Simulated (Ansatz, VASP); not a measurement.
# One calculation of Sr, two programs

INCAR

```
PREC = Accurate
ENCUT = 520
EDIFF = 1E-6
ISMEAR = 0
SIGMA = 0.15
LREAL = False
LASPH = True
NELM = 60
ALGO = Fast
ISIF = 2
LWAVE = False
LCHARG = True
LELF = True
LVHAR = True
NBANDS = 17
```

Contents of KPOINTS:

```
regular mesh
0
Gamma
  12 12 8
```

Contents of POSCAR:

```
Sr
1.0
    3.8152827013      0.0000000000      0.0000000000
   -1.9076413507      3.5528298300      0.0000000000
    0.0000000000      0.0000000000      6.7154259278
Sr
2
Direct
    0.2764649393      0.6666666667      0.2500000000
    0.7235350607      0.3333333333      0.7500000000
```

Input for Ansatz:

```yaml
crystal:
  lattice:
    - [3.8152827013, 0.0, 0.0]
    - [-1.9076413507, 3.55282983, 0.0]
    - [0.0, 0.0, 6.7154259278]
  atoms:
    - { symbol: Sr, position: [0.2764649393, 0.6666666667, 0.25] }
    - { symbol: Sr, position: [0.7235350607, 0.3333333333, 0.75] }
basis:
  ecutwfc: 420
kpoints:
  mp_grid: { grid: [12, 12, 8] }
hamiltonian:
  xc: lda
scf:
  occupations: { method: gaussian, width: 0.15 }
output:
  forces: true
  stress: true
  eigenvalues: true
```

Change from the starting cell: mode 4 frozen in at -0.233 Å, normal strain along x -0.0700.

Alike in both runs: task single point; functional LDA; k mesh 12 × 12 × 8; occupations gaussian, width 0.15 eV; no spin polarisation.

|  | VASP | Ansatz |
| --- | --- | --- |
| version | VASP 6.6.1 | Ansatz 0.2.0 |
| potentials or method | VASP PAW LDA potentials, release 64 (Sr_sv), cutoff 520 eV | scalar-relativistic, plane waves, PAW |
| valence electrons in the cell | 20 | 20 |

```csv
,VASP,Ansatz,Ansatz less VASP
gap on the k mesh at the Fermi level (eV),none,none,-
pressure (GPa),1.0,1.0,0.00
"traceless stress, the component that is largest in VASP (GPa)",1.20,1.20,+0.001
rms of the force components (eV/Å),0.096,0.096,-0.0002
```

LDA's correlation is that of Perdew and Zunger in VASP and of Perdew and Wang (1992) in Ansatz. Atom by atom the forces differ by 0.000 eV/Å (rms over components). A gap of «none» marks a metal or a gap that the smearing closes.
